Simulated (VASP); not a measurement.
Here is a VASP 6.6.1 calculation.

File INCAR:

```
SYSTEM = Co
ALGO = Normal ; EDIFF = 1E-6
EDIFFG = -0.04 ; ENCUT = 600
GGA = PE ; IBRION = 2
ISIF = 3 ; ISMEAR = 0
ISPIN = 2 ; LASPH = .TRUE.
LCHARG = .FALSE. ; LMAXMIX = 4
LORBIT = 11 ; LREAL = .FALSE.
LWAVE = .FALSE. ; MAGMOM = 1.75 1.75 1.75 1.75 1.54
NELM = 150 ; NSW = 90
PREC = Accurate ; SIGMA = 0.1
```

File KPOINTS:

```
k-points
0
G
  6 6 4
  0 0 0
```

File POSCAR:

```
Co
1.0
    2.1054143018     -3.1424773313      0.0000000000
    2.1054143018      3.1424773313      0.0000000000
    0.0000000000      0.0000000000      4.7597950454
Co
5
Direct
    0.5000000000      0.0000000000      0.2500000000
    0.0000000000      0.5000000000      0.7500000000
    0.0000000000      0.5000000000      0.2500000000
    0.5000000000      0.0000000000      0.7500000000
    0.0000000000      0.0000000000      0.0000000000
```

Potentials or basis: VASP PAW PBE potentials, release 64 (Co).

Launch:

```bash
$ cat potpaw_PBE.64/Co/POTCAR > POTCAR
$ mpirun -np 1 vasp_std > vasp.out
```

**Question.** Estimate the net moment.

**Answer.** 8.86 μB per cell.

**Question.** What does it give for the space group after relaxing (to 0.05 Å)?

**Answer.** P4/mmm (No. 123).

**Question.** What does it give for the site moments?

**Answer.** Co +1.79, +1.74 μB.

**Question.** Predict the relaxed cell.

**Answer.** a = 3.408 Å, b = 3.408 Å, c = 5.567 Å, α = 90.00°, β = 90.00°, γ = 90.10°.

Final structure:
```yaml
crystal:
  lattice:
    - [2.40773, -2.41183, 0.00000]
    - [2.40773, 2.41183, 0.00000]
    - [0.00000, 0.00000, 5.56692]
  atoms:
    - { symbol: Co, position: [0.50000, 0.00000, 0.29666] }
    - { symbol: Co, position: [0.00000, 0.50000, 0.70334] }
    - { symbol: Co, position: [0.00000, 0.50000, 0.29666] }
    - { symbol: Co, position: [0.50000, 0.00000, 0.70334] }
    - { symbol: Co, position: [0.00000, 0.00000, 0.00000] }
```
